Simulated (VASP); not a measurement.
# Ta3N (P-3m1) in VASP: further runs

The runs below take Ta3N through single point, with PBE.

Program: VASP 6.6.1. These are calculated values, not measurements. Logs are shortened: lines on timing, memory, paths and dates and some standing lists are left out, and cuts for length are marked.

## 1. The cell of the first run

The structure is trigonal, space group P-3m1 (No. 164). The conventional cell has a = 3.063 Å, b = 3.063 Å, c = 7.355 Å, α = 90.00°, β = 90.00°, γ = 120.00°. Within 3.9 Å of Ta (site symmetry -3m) lie 12 Ta at 2.98 to 3.06 Å and 2 N at 3.68 Å. Ta (site symmetry 3m) has 3 N at 2.18 Å and 12 Ta at 2.98 to 3.11 Å within 3.2 Å. N (site symmetry -3m) has 6 Ta at 2.18 Å within 2.9 Å.

## 2. Single point, PBE

The input, INCAR:

```
SYSTEM = Ta3N
  PREC = Accurate
  ENCUT = 520
  EDIFF = 1E-6
  ISMEAR = 0
  SIGMA = 0.15
  LREAL = .FALSE.
  LASPH = .TRUE.
  NELM = 80
  ALGO = Normal
  ISIF = 2
  LWAVE = .FALSE.
  LCHARG = .TRUE.
  GGA = PE
  LELF = .TRUE.
  LVHAR = .TRUE.
  NBANDS = 27
```

The input, KPOINTS:

```
regular mesh
0
G
  24 24 8
  0 0 0
```

The input, POSCAR:

```
Ta3N
1.0
    3.0631741456      0.0000000000      0.0000000000
   -1.5315870728      2.6527866263      0.0000000000
    0.0000000000      0.0000000000      7.3546844727
Ta N
3 1
Direct
    0.0000000000      0.0000000000      0.5000000000
    0.3333333333      0.6666666667      0.1735950547
    0.6666666667      0.3333333333      0.8264049453
    0.0000000000      0.0000000000      0.0000000000
```

Potentials or basis: VASP PAW PBE potentials, release 64 (Ta_pv, N).

Command:

```bash
$ cat potpaw_PBE.64/Ta_pv/POTCAR potpaw_PBE.64/N/POTCAR > POTCAR
$ mpirun -np 1 vasp_std > vasp.out
```

OUTCAR:

```text
SYSTEM = Ta3N
   PREC = Accurate
   ENCUT = 520
   EDIFF = 1E-6
   ISMEAR = 0
   LREAL = .FALSE.
   LASPH = .TRUE.
   NELM = 80
   ISIF = 2
   GGA = PE

 ion  position               nearest neighbor table
   1  0.000  0.000  0.500-   2 2.98   3 2.98   2 2.98   3 2.98   3 2.98   2 2.98
   2  0.333  0.667  0.174-   4 2.18   4 2.18   4 2.18   1 2.98   1 2.98   1 2.98   3 3.11   3 3.11
                             3 3.11
   3  0.667  0.333  0.826-   4 2.18   4 2.18   4 2.18   1 2.98   1 2.98   1 2.98   2 3.11   2 3.11
                             2 3.11
   4  0.000  0.000  0.000-   2 2.18   3 2.18   2 2.18   3 2.18   3 2.18   2 2.18

  LATTYP: Found a hexagonal cell.
 ALAT       =     3.0631741456
 C/A-ratio  =     2.4010010933

  Lattice vectors:

 A1 = (   3.0631741456,   0.0000000000,   0.0000000000)
 A2 = (  -1.5315870728,   2.6527866263,   0.0000000000)
 A3 = (   0.0000000000,   0.0000000000,   7.3546844727)

Analysis of symmetry for initial positions (statically):
=====================================================================
 Subroutine PRICEL returns:
 Original cell was already a primitive cell.

 Routine SETGRP: Setting up the symmetry group for a
 hexagonal supercell.

 Subroutine GETGRP returns: Found 12 space group operations
 (whereof 12 operations were pure point group operations)
 out of a pool of 24 trial point group operations.

The static configuration has the point symmetry D_3d.

Analysis of symmetry for dynamics (positions and initial velocities):
=====================================================================
 Subroutine PRICEL returns:
 Original cell was already a primitive cell.

 Routine SETGRP: Setting up the symmetry group for a
 hexagonal supercell.

 Subroutine GETGRP returns: Found 12 space group operations
 (whereof 12 operations were pure point group operations)
 out of a pool of 24 trial point group operations.

The dynamic configuration has the point symmetry D_3d.

 Subroutine INISYM returns: Found 12 space group operations
 (whereof 12 operations are pure point group operations),
 and found     1 'primitive' translations

----------------------------------------------------------------------------------------

                                     Primitive cell

  volume of cell :      59.7638

  direct lattice vectors                    reciprocal lattice vectors
     3.063174146  0.000000000  0.000000000     0.326458749  0.188481047  0.000000000
    -1.531587073  2.652786626  0.000000000     0.000000000  0.376962093  0.000000000
     0.000000000  0.000000000  7.354684473     0.000000000  0.000000000  0.135967764

  length of vectors
     3.063174146  3.063174146  7.354684473     0.376962093  0.376962093  0.135967764

  position of ions in fractional coordinates (direct lattice)
     0.000000000  0.000000000  0.500000000
     0.333333333  0.666666667  0.173595055
     0.666666667  0.333333333  0.826404945
     0.000000000  0.000000000  0.000000000

  ion indices of the primitive-cell ions
   primitive index   ion index
                 1           1
                 2           2
                 3           3
                 4           4

----------------------------------------------------------------------------------------

 KPOINTS: regular mesh

Automatic generation of k-mesh.
 Grid dimensions read from file:
 generate k-points for:   24   24    8

 Generating k-lattice:

  Cartesian coordinates                     Fractional coordinates (reciprocal lattice)
     0.013602448  0.007853377  0.000000000     0.041666667  0.000000000  0.000000000
     0.000000000  0.015706754  0.000000000     0.000000000  0.041666667  0.000000000
     0.000000000  0.000000000  0.016995970     0.000000000  0.000000000  0.125000000

  Length of vectors
     0.015706754  0.015706754  0.016995970

  Shift w.r.t. Gamma in fractional coordinates (k-lattice)
     0.000000000  0.000000000  0.000000000

 Subroutine IBZKPT returns following result:
 ===========================================

 Found    449 irreducible k-points:

 Following reciprocal coordinates:
            Coordinates               Weight
  0.000000  0.000000  0.000000      1.000000
  0.041667 -0.000000  0.000000      6.000000
  0.083333  0.000000  0.000000      6.000000
  0.125000  0.000000  0.000000      6.000000
  0.166667  0.000000  0.000000      6.000000
  0.208333 -0.000000  0.000000      6.000000
[... 16 lines left out ...]
  0.416667  0.041667  0.000000     12.000000
  0.458333  0.041667  0.000000     12.000000
 [... further k-points ...]
   k-points           NKPTS =    449   k-points in BZ     NKDIM =    449   number of bands    NBANDS=     27
   number of dos      NEDOS =    301   number of ions     NIONS =      4
   total plane-waves  NPLWV =  32256
   dimension x,y,z NGX =    24 NGY =   24 NGZ =   56
   dimension x,y,z NGXF=    48 NGYF=   48 NGZF=  112
   ions per type =               3   1
   NGX,Y,Z   is equivalent  to a cutoff of  13.03, 13.03, 12.66 a.u.
   NGXF,Y,Z  is equivalent  to a cutoff of  26.05, 26.05, 25.32 a.u.
 SYSTEM =  Ta3N
   PREC   = accura    normal or accurate (medium, high low for compatibility)
   ISTART =      0    job   : 0-new  1-cont  2-samecut
   ICHARG =      2    charge: 1-file 2-atom 10-const
   ISPIN  =      1    spin polarized calculation?
   LNONCOLLINEAR =      F non collinear calculations
   LSORBIT =      F    spin-orbit coupling
   LASPH  =      T    aspherical Exc in radial PAW
   ENCUT  =  520.0 eV  38.22 Ry    6.18 a.u.   5.70  5.70 13.67*2*pi/ulx,y,z
   NELM   =     80;   NELMIN=  2; NELMDL= -5     # of ELM steps
   EDIFF  = 0.1E-05   stopping-criterion for ELM
   LREAL  =      F    real-space projection
   EDIFFG = 0.1E-04   stopping-criterion for IOM
   NSW    =      0    number of steps for IOM
   IBRION =     -1    ionic relax: 0-MD 1-quasi-New 2-CG
   NFREE  =      0    steps in history (QN), initial steepest desc. (CG)
   ISIF   =      2    stress and relaxation
   ISYM   =      2    0-nonsym 1-usesym 2-fastsym
   POTIM  = 0.5000    time-step for ionic-motion
   TEBEG  =    0.0;   TEEND  =   0.0 temperature during run
   PSTRESS=    0.0 pullay stress
   NELECT =      38.0000    total number of electrons
   NUPDOWN=      -1.0000    fix difference up-down
   EMIN   =  10.00;   EMAX   =-10.00  energy-range for DOS
   EFERMI =   0.00;   METHOD = LEGACY
   ISMEAR =     0;   SIGMA  =   0.15  broadening in eV -4-tet -1-fermi 0-gaus
   EFERMI_NEDOS =   21; number of points for ismear=-14 and -15
   IALGO  =     38    algorithm
   IMIX   =      4    mixing-type and parameters
     AMIX     =   0.40;   BMIX     =  1.00
     AMIX_MAG =   1.60;   BMIX_MAG =  1.00
  volume/ion in A,a.u.               =      14.94       100.83
  Fermi-wavevector in a.u.,A,eV,Ry     =   1.407743  2.660248 26.963211  1.981740
  Thomas-Fermi vector in A             =   2.529971
   LORBIT       =      0    0 simple, 1 ext, 2 COOP (PROOUT), +10 PAW based schemes
   GGA     = PE    functional components
   LHFCALC =     F    Hartree Fock is set to
   AEXX    =    0.0000 exact exchange contribution
   IVDW    =     0    specifies the selected vdW correction
   LEPSILON=     F    determine dielectric tensor
   LRPA    =     F    only Hartree local field effects (RPA)
 non-spin polarized calculation
 Gauss-broadening in eV      SIGMA  =   0.15
  energy-cutoff  :      520.00
  volume of cell :       59.76
 maximum number of plane-waves:      1626
 NGX is ok and might be reduce to    24

 number of electron      38.0000003 magnetization

 Free energy of the ion-electron system (eV)
  ---------------------------------------------------
  ext. energy  EPLUGINS =         0.00000000
  ---------------------------------------------------
  free energy    TOTEN  =       -45.60544529 eV

  energy without entropy =      -45.57459420  energy(sigma->0) =      -45.59001975

 E-fermi :   6.6822     XC(G=0): -12.6987

 val. band max:        6.6818493524   @ k =   0.0417  -0.0000   0.0000
 cond. band min:       6.6895587404   @ k =   0.3750   0.1667   0.0000
 fundamental gap:      0.0077093880
 Fermi energy:         6.6821869148

 k-point     1 :       0.0000    0.0000    0.0000
  band No.  band energies     occupation
      1     -28.5197      2.00000
      2     -28.2151      2.00000
      3     -27.9341      2.00000
      4     -27.9341      2.00000
      5     -27.8977      2.00000
      6     -27.8977      2.00000
[... 19 lines left out ...]
     26       8.9770      0.00000
     27       9.8970      0.00000

 k-point     2 :       0.0417   -0.0000    0.0000
  band No.  band energies     occupation
      1     -28.5173      2.00000
      2     -28.2142      2.00000
      3     -27.9456      2.00000
      4     -27.9382      2.00000
      5     -27.9079      2.00000
      6     -27.8991      2.00000
[... 19 lines left out ...]
     26       9.0670      0.00000
     27      10.0533      0.00000

 k-point     3 :       0.0833    0.0000    0.0000
  band No.  band energies     occupation
      1     -28.5105      2.00000
      2     -28.2126      2.00000
      3     -27.9778      2.00000
      4     -27.9497      2.00000
      5     -27.9379      2.00000
      6     -27.9035      2.00000
[... 19 lines left out ...]
     26       9.2948      0.00000
     27      10.3745      0.00000

 k-point     4 :       0.1250    0.0000    0.0000
  band No.  band energies     occupation
      1     -28.5005      2.00000
      2     -28.2144      2.00000
      3     -28.0240      2.00000
      4     -27.9845      2.00000
      5     -27.9670      2.00000
      6     -27.9115      2.00000
[... 19 lines left out ...]
     26       9.6369      0.00000
     27      10.6853      0.00000
[... 516 lines left out ...]
      4     -28.1195      2.00000
      5     -28.0609      2.00000
      6     -28.0107      2.00000
[... 19 lines left out ...]
     26      11.2019      0.00000
     27      11.6828      0.00000

 k-point    23 :       0.4167    0.0417    0.0000
  band No.  band energies     occupation
      1     -28.6423      2.00000
      2     -28.5823      2.00000
      3     -28.2794      2.00000
      4     -28.1317      2.00000
      5     -28.0558      2.00000
      6     -28.0194      2.00000
[... 19 lines left out ...]
     26      11.4512      0.00000
     27      11.8779      0.00000

 k-point    24 :       0.4583    0.0417    0.0000
  band No.  band energies     occupation
      1     -28.6615      2.00000
      2     -28.6000      2.00000
      3     -28.2806      2.00000
      4     -28.1380      2.00000
      5     -28.0530      2.00000
      6     -28.0240      2.00000
[... 19 lines left out ...]
     26      11.6206      0.00000
     27      11.9177      0.00000

 [... further k-points ...]

------------------------ aborting loop because EDIFF is reached ----------------------------------------

  FORCE on cell =-STRESS in cart. coord.  units (eV):
  Direction    XX          YY          ZZ          XY          YZ          ZX
  --------------------------------------------------------------------------------------
  -------------------------------------------------------------------------------------
  Total       -0.4463128     -0.4463128      1.3857439      0.0000000      0.0000000      0.0000000
  in kB      -11.9649784    -11.9649784     37.1497174      0.0000000      0.0000000      0.0000000
  external PRESSURE =       4.4065869 kB  Pullay stress =       0.0000000 kB

 VOLUME and BASIS-vectors are now :
 -----------------------------------------------------------------------------
  energy-cutoff  :      520.00
  volume of cell :       59.76
      direct lattice vectors                 reciprocal lattice vectors
     3.063174146  0.000000000  0.000000000     0.326458749  0.188481047  0.000000000
    -1.531587073  2.652786626  0.000000000     0.000000000  0.376962093  0.000000000
     0.000000000  0.000000000  7.354684473     0.000000000  0.000000000  0.135967764

 POSITION                                       TOTAL-FORCE (eV/Angst)
 -----------------------------------------------------------------------------------
      0.00000      0.00000      3.67734        -0.000000      0.000000      0.000000
     -0.00000      1.76852      1.27674        -0.000000      0.000000     -0.227788
      1.53159      0.88426      6.07795         0.000000     -0.000000      0.227788
      0.00000      0.00000      0.00000        -0.000000      0.000000      0.000000
 -----------------------------------------------------------------------------------
    total drift:                                0.000000     -0.000000     -0.000000

  FREE ENERGIE OF THE ION-ELECTRON SYSTEM (eV)
  ---------------------------------------------------
  free  energy   TOTEN  =       -45.6054452922 eV

  energy  without entropy=      -45.5745942011  energy(sigma->0) =      -45.59001975
```

It took 11 min on 1 thread of Oxide Virtual Turin-like, shared host; peak memory 0.61 GiB.

Results:

* Free energy: -45.6054 eV
* Pressure: 0.4 GPa
* Largest force: 0.228 eV/Å
* Band gap on the k mesh: zero (bands 19 and 20 overlap by 0.88 eV)

Forces in eV/Å, atoms in the order of the input:
```
Ta   0.000  0.000  0.000
Ta   0.000  0.000 -0.228
Ta   0.000  0.000  0.228
N    0.000  0.000  0.000
```

Stress tensor (GPa, compression positive):
```
-1.20  0.00  0.00
 0.00 -1.20  0.00
 0.00  0.00  3.71
```

Levels at points of the mesh, in eV from the Fermi level:
```tsv
k point	band 16	band 17	band 18	band 19	band 20	band 21	band 22	band 23
(0.00, 0.00, 0.00)	-1.23	-0.63	-0.63	-0.03	0.14	0.14	1.07	1.89
(0.50, 0.00, 0.00)	-3.11	-1.25	-0.43	0.42	0.51	0.84	3.20	4.16
(0.00, 0.00, 0.50)	-1.08	-1.01	-0.35	-0.35	0.45	0.45	1.19	1.19
(0.50, 0.00, 0.50)	-2.88	-1.41	-1.16	0.14	1.02	1.20	2.38	4.14
```

Caveat: spin-orbit coupling is left out, which moves the levels of the heavy elements.

## 3. Single point, PBE

This run uses another cell than the first one, of the same volume but with other edges.

The input, INCAR:

```
  PREC = Accurate
  ENCUT = 520
  EDIFF = 1E-7
  ISMEAR = 0
  SIGMA = 0.15
  LREAL = F
  LASPH = T
  NELM = 100
  ALGO = Normal
  ISIF = 2
  LWAVE = F
  LCHARG = T
  GGA = PE
  LELF = T
  LVHAR = T
  NBANDS = 27
```

The input, KPOINTS:

```
regular mesh
0
Gamma
  24 24 8
```

The input, POSCAR:

```
Ta3N
1.0
    2.9730279976      0.0000000000      0.0000000000
   -1.4865139988      2.5747177721      0.0000000000
    0.0000000000      0.0000000000      7.8074537984
Ta N
3 1
Direct
    0.0000000000      0.0000000000      0.5000000000
    0.3333333333      0.6666666667      0.1735950547
    0.6666666667      0.3333333333      0.8264049453
    0.0000000000      0.0000000000      0.0000000000
```

Potentials or basis: VASP PAW PBE potentials, release 64 (Ta_pv, N).

Command:

```bash
$ cat potpaw_PBE.64/Ta_pv/POTCAR potpaw_PBE.64/N/POTCAR > POTCAR
$ mpirun -np 1 vasp_std > vasp.out
```

Run time: 12 min. Hardware: 1 thread of Oxide Virtual Turin-like, shared host; peak memory 0.62 GiB.

It converged, with:

```yaml
Free_energy: -45.5893 eV
Pressure: 0.4 GPa
Largest_force: 0.358 eV/Å
Band_gap_on_the_k_mesh: zero (bands 19 and 20 overlap by 0.64 eV)
```

Forces in eV/Å, atoms in the order of the input:
```
Ta   0.000  0.000  0.000
Ta   0.000  0.000  0.358
Ta   0.000  0.000 -0.358
N    0.000  0.000  0.000
```

Stress tensor (GPa, compression positive):
```
 2.77  0.00  0.00
 0.00  2.77  0.00
 0.00  0.00 -4.40
```

Levels at points of the mesh, in eV from the Fermi level:
| k point | band 16 | band 17 | band 18 | band 19 | band 20 | band 21 | band 22 | band 23 |
| --- | --- | --- | --- | --- | --- | --- | --- | --- |
| (0.00, 0.00, 0.00) | -1.61 | -0.72 | -0.19 | -0.19 | 0.57 | 0.57 | 0.73 | 1.88 |
| (0.50, 0.00, 0.00) | -3.05 | -1.04 | -0.58 | -0.09 | 1.02 | 1.10 | 3.84 | 4.01 |
| (0.00, 0.00, 0.50) | -1.48 | -1.29 | -0.06 | -0.06 | 0.74 | 0.74 | 0.95 | 1.50 |
| (0.50, 0.00, 0.50) | -2.87 | -1.32 | -1.14 | 0.25 | 0.62 | 1.72 | 2.56 | 4.75 |

Caveat: spin-orbit coupling is left out, which moves the levels of the heavy elements.
